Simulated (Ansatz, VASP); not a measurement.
## Two plane-wave programs on InSe2

Contents of INCAR:

```
SYSTEM = InSe2
  ALGO = Normal
  EDIFF = 1E-6
  ENCUT = 520
  GGA = PE
  ISIF = 2
  ISMEAR = 0
  LASPH = .TRUE.
  LCHARG = .TRUE.
  LELF = .TRUE.
  LREAL = .FALSE.
  LVHAR = .TRUE.
  LWAVE = .FALSE.
  NBANDS = 34
  NELM = 80
  PREC = Accurate
  SIGMA = 0.1
```

KPOINTS

```
k-points
0
G
  6 6 2
  0 0 0
```

File POSCAR:

```
InSe2
1.0
    3.8948930000      0.0000000000      0.0000000000
    0.0000000000      3.8948930000      0.0000000000
    0.0000000000      0.0000000000      9.6262310000
In Se
2 4
Direct
    0.0000000000      0.5000000000      0.7064680000
    0.5000000000      0.0000000000      0.2935320000
    0.0000000000      0.5000000000      0.3662120000
    0.5000000000      0.0000000000      0.6337880000
    0.0000000000      0.0000000000      0.0000000000
    0.5000000000      0.5000000000      0.0000000000
```

Input for Ansatz:

```yaml
crystal:
  lattice:
    - [3.894893, 0.0, 0.0]
    - [0.0, 3.894893, 0.0]
    - [0.0, 0.0, 9.626231]
  atoms:
    - { symbol: In, position: [0.0, 0.5, 0.706468] }
    - { symbol: In, position: [0.5, 0.0, 0.293532] }
    - { symbol: Se, position: [0.0, 0.5, 0.366212] }
    - { symbol: Se, position: [0.5, 0.0, 0.633788] }
    - { symbol: Se, position: [0.0, 0.0, 0.0] }
    - { symbol: Se, position: [0.5, 0.5, 0.0] }
basis:
  ecutwfc: 420
kpoints:
  mp_grid: { grid: [6, 6, 2] }
hamiltonian:
  xc: pbe
scf:
  occupations: { method: gaussian, width: 0.1 }
output:
  forces: true
  stress: true
  eigenvalues: true
```

Alike in both runs: task single point; functional PBE; k mesh 6 × 6 × 2; occupations gaussian, width 0.1 eV; no spin polarisation.

|  | VASP | Ansatz |
| --- | --- | --- |
| version | VASP 6.6.1 | Ansatz 0.2.0 |
| potentials or method | VASP PAW PBE potentials, release 64 (In_d, Se), cutoff 520 eV | scalar-relativistic, plane waves, PAW |
| valence electrons in the cell | 50 | 90 |

|  | VASP | Ansatz | Ansatz less VASP |
| --- | --- | --- | --- |
| gap on the k mesh at the Fermi level (eV) | none | none | - |
| pressure (GPa) | -0.2 | -0.2 | -0.02 |
| traceless stress, the component that is largest in VASP (GPa) | 0.38 | 0.40 | +0.020 |
| rms of the force components (eV/Å) | 0.027 | 0.027 | +0.0001 |

Atom by atom the forces differ by 0.000 eV/Å (rms over components). A gap of «none» marks a metal or a gap that the smearing closes. With one functional, cell and mesh, what is left measures potentials, basis and numerics. VASP's potentials hold 50 valence electrons a cell and Ansatz's 90, so a difference there can come from the potentials and not from the codes.
